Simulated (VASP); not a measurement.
Set up this calculation in VASP 6.6.1, as the native input.

| Property | Result |
| --- | --- |
| Task | relaxation of cell and atoms |
| Functional | PBE |
| Potentials or basis | VASP PAW PBE potentials, release 64 (Ti_sv, O) |
| Cutoff | 600 eV |
| k mesh | 6 × 6 × 10 |
| Occupations | gaussian, width 0.02 eV |
| Spin | no spin polarisation |
| Dipole correction | no |
| Further INCAR settings | ALGO = Normal; EDIFF = 1e-06; IBRION = 2; EDIFFG = -0.01; NSW = 80; ISIF = 3 |

The structure of TiO2 lies in POSCAR:

```
TiO2
1.0
    4.6427352123      0.0000000000      0.0000000000
    0.0000000000      4.6428957854      0.0000000000
    0.0000000000      0.0000000000      2.9640399799
Ti O
2 4
Direct
    0.5000000000      0.5000000000      0.5000000000
    0.0000000000      0.0000000000      0.0000000000
    0.3050663260      0.3051034382      0.0000000000
    0.8050663260      0.1948965618      0.5000000000
    0.1949336740      0.8051034382      0.5000000000
    0.6949336740      0.6948965618      0.0000000000
```

The input as run:

INCAR

```
  PREC = Accurate
  ENCUT = 600
  EDIFF = 1E-6
  ISMEAR = 0
  SIGMA = 0.02
  LREAL = False
  LASPH = True
  NELM = 100
  ALGO = Normal
  ISIF = 3
  LWAVE = False
  LCHARG = False
  GGA = PE
  IBRION = 2
  NSW = 80
  EDIFFG = -0.01
```

KPOINTS

```
Automatic mesh
0
Gamma
  6 6 10
```

Potentials or basis: VASP PAW PBE potentials, release 64 (Ti_sv, O).

Command:

```console
$ cat potpaw_PBE.64/Ti_sv/POTCAR potpaw_PBE.64/O/POTCAR > POTCAR
$ mpirun -np 1 vasp_std > vasp.out
```

Results of the run:

```json
{
 "Relaxed volume": "10.67 Å³/atom",
 "Relaxed cell": "a = 4.645 Å, b = 4.645 Å, c = 2.967 Å, α = 90.00°, β = 90.00°, γ = 90.00°",
 "Space group after relaxing (to 0.1 Å)": "P4_2/mnm (No. 136)",
 "Energy gained by relaxing": "0.0 meV/atom",
 "Ionic steps": "3",
 "Pressure after relaxing": "0.0 GPa",
 "Largest force after relaxing": "0.004 eV/Å",
 "Band gap on the k mesh": "1.83 eV"
}
```

Run time: 5 min on 1 thread of AMD EPYC 9R45 96-Core Processor (Zen 5), on a shared host, peak memory 0.29 GiB.
